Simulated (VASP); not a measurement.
# Zr3O: single point with r2SCAN

Zr3O:

```xyz
8
Lattice="5.8770 0.0000 0.0000 -2.9385 5.0896 0.0000 0.0000 0.0000 5.0637" Properties=species:S:1:pos:R:3 pbc="T T T"
Zr   -1.9296    3.3421    2.5319
Zr   -1.0090    1.7476    0.0000
Zr    1.9296    3.3421    0.0000
Zr    3.8591    0.0000    2.5319
Zr    1.0090    1.7476    2.5319
Zr    2.0179    0.0000    0.0000
O     2.9385    1.6965    3.7978
O     0.0000    3.3931    1.2659
```

This cell differs from its parent crystal: biaxial strain in the a-b plane: +4.0 %, then relaxed in part.

```
Program                : VASP 6.6.1
Task                   : single point
Functional             : r2SCAN
Potentials or basis    : VASP PAW PBE potentials, release 64 (Zr_sv, O)
Cutoff                 : 520 eV
k mesh                 : 6 × 6 × 8
Occupations            : gaussian, width 0.1 eV
Spin                   : no spin polarisation
Dipole correction      : no
Further INCAR settings : ALGO = Normal; EDIFF = 1e-06; NBANDS = 52
```

```
Pressure               : -6.3 GPa
Largest force          : 0.011 eV/Å
Band gap on the k mesh : zero (bands 42 and 43 overlap by 0.82 eV)
```

Forces in eV/Å, atoms in the order of the input:
```
Zr  -0.005  0.009  0.000
Zr   0.005 -0.009  0.000
Zr   0.005  0.009  0.000
Zr   0.011  0.000  0.000
Zr  -0.005 -0.009  0.000
Zr  -0.011  0.000  0.000
O    0.000  0.000  0.000
O    0.000  0.000  0.000
```

Stress tensor (GPa, compression positive):
```
-9.52  0.00  0.00
 0.00 -9.52  0.00
 0.00  0.00  0.07
```

Levels at points of the mesh, in eV from the Fermi level:
```
           k point  band 40  band 41  band 42  band 43  band 44  band 45
(0.00, 0.00, 0.00)    -1.31     0.19     0.65     0.65     0.91     0.91
(0.50, 0.00, 0.00)    -0.91    -0.81    -0.46     0.59     1.03     1.36
(0.00, 0.00, 0.50)    -0.43    -0.18    -0.18    -0.16    -0.16     0.34
(0.50, 0.00, 0.50)    -0.87    -0.39    -0.39     0.15     0.15     0.99
```

Run time: 8.6 min on 1 thread of Intel(R) Xeon(R) 6975P-C (Granite Rapids), on a shared host, peak memory 0.43 GiB.

Caveat: the cell differs from its parent crystal (biaxial strain in the a-b plane: +4.0 %, then relaxed in part); the stress differs along the axes, from -10 to 0 GPa; the PAW data sets were made with another functional, which shifts forces and pressure a little.
